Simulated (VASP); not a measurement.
# BaNaF (P6_3/mmc) in VASP: further runs, part 2 of 2

VASP 6.6.1.

## (4) Relaxation of cell and atoms, PBE

The input, INCAR:

```
  ALGO = Normal
  EDIFF = 1E-6
  EDIFFG = -0.04
  ENCUT = 600
  GGA = PE
  IBRION = 2
  ISIF = 3
  ISMEAR = 0
  LASPH = T
  LCHARG = F
  LREAL = F
  LWAVE = F
  NELM = 80
  NSW = 90
  PREC = Accurate
  SIGMA = 0.1
```

The input, KPOINTS:

```
k-points
0
Gamma
  6 6 2
```

The input, POSCAR:

```
BaNaF
1.0
    4.4942188500      0.0000000000      0.0000000000
   -2.2471094300      3.8921077000      0.0000000000
    0.0000000000      0.0000000000      7.8920720600
Na Ba F
2 2 2
Direct
    0.3333333300      0.6666666700      0.7500000000
    0.6666666700      0.3333333300      0.2500000000
    0.0000000000      0.0000000000      0.5000000000
    0.0000000000      0.0000000000      0.0000000000
    0.3333333300      0.6666666700      0.2500000000
    0.6666666700      0.3333333300      0.7500000000
```

Started as:

```console
$ cat potpaw_PBE.64/Na_pv/POTCAR potpaw_PBE.64/Ba_sv/POTCAR potpaw_PBE.64/F/POTCAR > POTCAR
$ mpirun -np 1 vasp_std > vasp.out
```

Run time: 7.5 min. Hardware: 1 thread of Intel Xeon 6975P-C (Granite Rapids), shared host; peak memory 0.32 GiB.

The run converged. Its results:

```
Free energy                           : -17.7764 eV
Relaxed volume                        : 27.22 Å³/atom
Relaxed cell                          : a = 4.188 Å, b = 4.188 Å, c = 10.755 Å, α = 90.00°, β = 90.00°, γ = 120.00°
Space group after relaxing (to 0.1 Å) : P6_3/mmc (No. 194)
Energy gained by relaxing             : 244.0 meV/atom
Ionic steps                           : 13
Pressure after relaxing               : 0.0 GPa
Band gap on the k mesh                : zero (bands 24 and 25 overlap by 0.62 eV)
```

The path:
| step | energy change (eV) | largest force (eV/Å) | pressure (GPa) | volume (Å³) |
| --- | --- | --- | --- | --- |
| 1 | 0.0000 | 0.0000 | 5.20 | 138.05 |
| 2 | -0.4544 | 0.0000 | 2.56 | 153.45 |
| 3 | -0.7514 | 0.0000 | -0.50 | 182.27 |
| 4 | -0.7521 | 0.0000 | -0.72 | 184.80 |
| 5 | -0.8969 | 0.0000 | -0.85 | 184.53 |
| 6 | -1.2854 | 0.0000 | -1.49 | 181.82 |
| 7 | -0.5705 | 0.0000 | -3.36 | 168.84 |
| 8 | -1.3430 | 0.0000 | -1.73 | 180.59 |
| 9 | -1.3609 | 0.0000 | -1.88 | 179.67 |
| 10 | -1.4550 | 0.0000 | -0.02 | 161.88 |
| 11 | -1.4574 | 0.0000 | -0.26 | 163.98 |
| 12 | -1.4573 | 0.0000 | -0.31 | 164.29 |
| 13 | -1.4637 | 0.0000 | -0.02 | 163.33 |

Final structure:
```
Na Ba F
1.0
     4.18765    0.00000    0.00000
    -2.09382    3.62661    0.00000
     0.00000    0.00000   10.75461
Na Ba F
2 2 2
Direct
  0.33333 0.66667 0.75000
  0.66667 0.33333 0.25000
  0.00000 0.00000 0.50000
  0.00000 0.00000 0.00000
  0.33333 0.66667 0.25000
  0.66667 0.33333 0.75000
```

Levels at points of the mesh, in eV from the Fermi level:
| k point | band 20 | band 21 | band 22 | band 23 | band 24 | band 25 | band 26 | band 27 | band 28 |
| --- | --- | --- | --- | --- | --- | --- | --- | --- | --- |
| (0.00, 0.00, 0.00) | -5.55 | -5.55 | -5.43 | -2.42 | -1.35 | -0.16 | 0.22 | 1.85 | 1.85 |
| (0.50, 0.00, 0.00) | -5.59 | -5.56 | -5.41 | -0.77 | -0.62 | 0.06 | 0.96 | 1.15 | 1.64 |
| (0.00, 0.00, 0.50) | -5.56 | -5.56 | -5.56 | -1.93 | -1.93 | 0.03 | 0.03 | 1.83 | 1.83 |
| (0.50, 0.00, 0.50) | -5.60 | -5.49 | -5.49 | -0.70 | -0.70 | 0.48 | 0.48 | 1.44 | 1.44 |

Caveat: the k points lie up to 0.29 Å⁻¹ apart in the final cell, too coarse for converged energies and pressures of a metal; the volume moved by over 15 % at a fixed basis, so the end points are rough; spin-orbit coupling is left out, which moves the levels of the heavy elements.

## (5) Single point, PBE

This run uses another cell than the first one, of 32.74 Å³/atom.

The input, INCAR:

```
  ALGO = Normal
  EDIFF = 1E-6
  ENCUT = 520
  GGA = PE
  ISIF = 2
  ISMEAR = 0
  LASPH = True
  LCHARG = True
  LELF = True
  LREAL = False
  LVHAR = True
  LWAVE = False
  NBANDS = 33
  NELM = 80
  PREC = Accurate
  SIGMA = 0.1
```

The input, KPOINTS:

```
k-points
0
Gamma
  12 12 4
```

The input, POSCAR:

```
BaNaF
1.0
    4.0487678771      0.0000000000      0.0000000000
   -2.0243839385      3.5063358356      0.0000000000
    0.0000000000      0.0000000000     13.8369724009
Na Ba F
2 2 2
Direct
    0.3333333333      0.6666666667      0.7500000000
    0.6666666667      0.3333333333      0.2500000000
    0.0000000000      0.0000000000      0.5000000000
    0.0000000000      0.0000000000      0.0000000000
    0.3333333333      0.6666666667      0.2500000000
    0.6666666667      0.3333333333      0.7500000000
```

Started as:

```console
$ cat potpaw_PBE.64/Na_pv/POTCAR potpaw_PBE.64/Ba_sv/POTCAR potpaw_PBE.64/F/POTCAR > POTCAR
$ mpirun -np 1 vasp_std > vasp.out
```

It took 4.9 min on 1 thread of Intel Xeon 6975P-C (Granite Rapids), shared host; peak memory 0.52 GiB.

Results (log left out):

| Property | Result |
| --- | --- |
| Free energy | -18.3842 eV |
| Pressure | 0.0 GPa |
| Band gap on the k mesh | zero (bands 24 and 25 overlap by 0.78 eV) |

Levels at points of the mesh, in eV from the Fermi level:
| k point | band 20 | band 21 | band 22 | band 23 | band 24 | band 25 | band 26 | band 27 | band 28 | band 29 |
| --- | --- | --- | --- | --- | --- | --- | --- | --- | --- | --- |
| (0.00, 0.00, 0.00) | -4.77 | -4.77 | -4.77 | -2.37 | -1.88 | -0.13 | -0.07 | 1.11 | 1.78 | 1.89 |
| (0.50, 0.00, 0.00) | -4.80 | -4.75 | -4.71 | -0.81 | -0.80 | -0.14 | 0.20 | 1.55 | 1.79 | 2.00 |
| (0.00, 0.00, 0.50) | -4.77 | -4.77 | -4.77 | -2.14 | -2.14 | -0.08 | -0.08 | 1.44 | 1.44 | 1.90 |
| (0.50, 0.00, 0.50) | -4.80 | -4.73 | -4.73 | -0.80 | -0.80 | 0.02 | 0.02 | 1.70 | 1.70 | 2.04 |

Caveat: spin-orbit coupling is left out, which moves the levels of the heavy elements.

## (6) Summary

| task | cell | k mesh | cutoff (eV) | gap on the mesh (eV) | pressure (GPa) |
| --- | --- | --- | --- | --- | --- |
| single point | a = 4.494, b = 4.494, c = 7.892 Å, angles 90.0, 90.0, 120.0°, 6 atoms | 6 × 6 × 2 | 520 | none | 5.2 |
| single point | a = 4.090, b = 4.090, c = 13.245 Å, angles 90.0, 90.0, 120.0°, 6 atoms | 6 × 6 × 2 | 520 | none | 0.0 |
| relaxation of cell and atoms | relaxed from a = 4.494, b = 4.494, c = 7.892 Å, angles 90.0, 90.0, 120.0°, 6 atoms | 6 × 6 × 2 | 600 | none | 0.0 |
| single point | a = 4.049, b = 4.049, c = 13.837 Å, angles 90.0, 90.0, 120.0°, 6 atoms | 12 × 12 × 4 | 520 | none | 0.0 |

Alike in all rows: level PBE; potentials or basis VASP PAW PBE potentials, release 64 (Na_pv, Ba_sv, F); no spin polarisation; smearing gaussian 0.1 eV.

Caveats: some runs use coarse meshes; spin-orbit coupling is left out, which moves the levels of the heavy elements; the volume moved by over 15 % at a fixed basis, so the end points are rough (at least some runs).

Total energies depend on the potentials used, so only differences within one code and one set of settings carry meaning.
